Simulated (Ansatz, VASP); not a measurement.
Cu: VASP beside Ansatz

The input INCAR:

```
SYSTEM = Cu
PREC = Accurate
ENCUT = 520
EDIFF = 1E-7
ISMEAR = -1
SIGMA = 0.05
LREAL = .FALSE.
LASPH = .TRUE.
NELM = 100
ALGO = Normal
ISIF = 2
LWAVE = .FALSE.
LCHARG = .FALSE.
LDIPOL = .TRUE.
IDIPOL = 3
DIPOL = 0.5 0.5 0.500
GGA = PE
NBANDS = 42
```

File KPOINTS:

```
Automatic mesh
0
G
  16 11 1
  0 0 0
```

File POSCAR:

```
Cu
1.0
    2.5664536728      0.0000000000      0.0000000000
    0.0000000000      3.6295135912      0.0000000000
    0.0000000000      0.0000000000     22.4161000000
Cu
6
Direct
    0.2500000000      0.2500000000      0.3608837746
    0.7500000000      0.7500000000      0.4120843518
    0.2500000000      0.2500000000      0.4721859511
    0.7500000000      0.7500000000      0.5278140398
    0.2500000000      0.2500000000      0.5879156491
    0.7500000000      0.7500000000      0.6391162336
```

Input for Ansatz:

```yaml
crystal:
  lattice:
    - [2.5664536728, 0.0, 0.0]
    - [0.0, 3.6295135912, 0.0]
    - [0.0, 0.0, 22.4161]
  atoms:
    - { symbol: Cu, position: [0.25, 0.25, 0.3608837746] }
    - { symbol: Cu, position: [0.75, 0.75, 0.4120843518] }
    - { symbol: Cu, position: [0.25, 0.25, 0.4721859511] }
    - { symbol: Cu, position: [0.75, 0.75, 0.5278140398] }
    - { symbol: Cu, position: [0.25, 0.25, 0.5879156491] }
    - { symbol: Cu, position: [0.75, 0.75, 0.6391162336] }
kpoints:
  mp_grid: { grid: [16, 11, 1] }
scf:
  occupations: { method: fermi_dirac, width: 0.05 }
hamiltonian:
  xc: pbe
  pseudopotentials: { kind: all_electron, datasets: crystal }
output:
  forces: true
  stress: true
  eigenvalues: true
efield:
  axis: 3
  amplitude: 0
  dipole_correction: true
```

Alike in both runs: task single point; functional PBE; k mesh 16 × 11 × 1; occupations fermi-dirac, width 0.05 eV; no spin polarisation.

|  | VASP | Ansatz |
| --- | --- | --- |
| version | VASP 6.6.1 | Ansatz 0.2.0 |
| potentials or method | VASP PAW PBE potentials, release 64 (Cu), cutoff 520 eV | all-electron PAW with datasets made for the slab, scalar-relativistic |

Ansatz gave:

- rms of the force components (eV/Å): 0.001

Task: Which values does VASP return?

Result: rms of the force components (eV/Å): 0.011.

Atom by atom the forces differ by 0.011 eV/Å (rms over components). Ansatz ran all-electron here, and VASP with PAW potentials.
